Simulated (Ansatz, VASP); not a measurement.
ZnS in VASP and in Ansatz

File INCAR:

```
SYSTEM = ZnS
  PREC = Accurate
  ENCUT = 520
  EDIFF = 1E-6
  ISMEAR = 0
  SIGMA = 0.05
  LREAL = .False.
  LASPH = .True.
  NELM = 80
  ALGO = Normal
  ISIF = 2
  LWAVE = .False.
  LCHARG = .False.
  GGA = PE
  NBANDS = 16
```

KPOINTS

```
regular mesh
0
Gamma
  10 10 10
  0 0 0
```

The input POSCAR:

```
ZnS
1.0
    0.0000000000      2.7046500000      2.7046500000
    2.7046500000      0.0000000000      2.7046500000
    2.7046500000      2.7046500000      0.0000000000
Zn S
1 1
Direct
    0.0000000000      0.0000000000      0.0000000000
    0.7336599287      0.7500000000      0.7500000000
```

Input for Ansatz:

```yaml
crystal:
  lattice:
    - [0.0, 2.70465, 2.70465]
    - [2.70465, 0.0, 2.70465]
    - [2.70465, 2.70465, 0.0]
  atoms:
    - { symbol: Zn, position: [0.0, 0.0, 0.0] }
    - { symbol: S, position: [0.7336599287, 0.75, 0.75] }
basis:
  ecutwfc: 420
kpoints:
  mp_grid: { grid: [10, 10, 10] }
hamiltonian:
  xc: pbe
scf:
  occupations: { method: gaussian, width: 0.05 }
output:
  forces: true
  stress: true
  eigenvalues: true
```

Change from the starting cell: all S atoms moved +0.062 Å, as atom 2 towards its neighbour atom 2 (S) at 3.825 Å.

Alike in both runs: task single point; functional PBE; k mesh 10 × 10 × 10; occupations gaussian, width 0.05 eV; no spin polarisation.

```csv
,VASP,Ansatz
version,VASP 6.6.1,Ansatz 0.2.0
potentials or method,"VASP PAW PBE potentials, release 64 (Zn, S), cutoff 520 eV","scalar-relativistic, plane waves, PAW"
valence electrons in the cell,18,18
```

```csv
,VASP,Ansatz,Ansatz less VASP
gap on the k mesh at the Fermi level (eV),2.06,2.05,-0.005
least direct gap on the mesh (eV),2.06,2.05,-0.005
pressure (GPa),1.7,1.5,-0.16
"traceless stress, the component that is largest in VASP (GPa)",-1.02,-1.00,+0.016
rms of the force components (eV/Å),0.211,0.210,-0.0016
```

Atom by atom the forces differ by 0.002 eV/Å (rms over components).
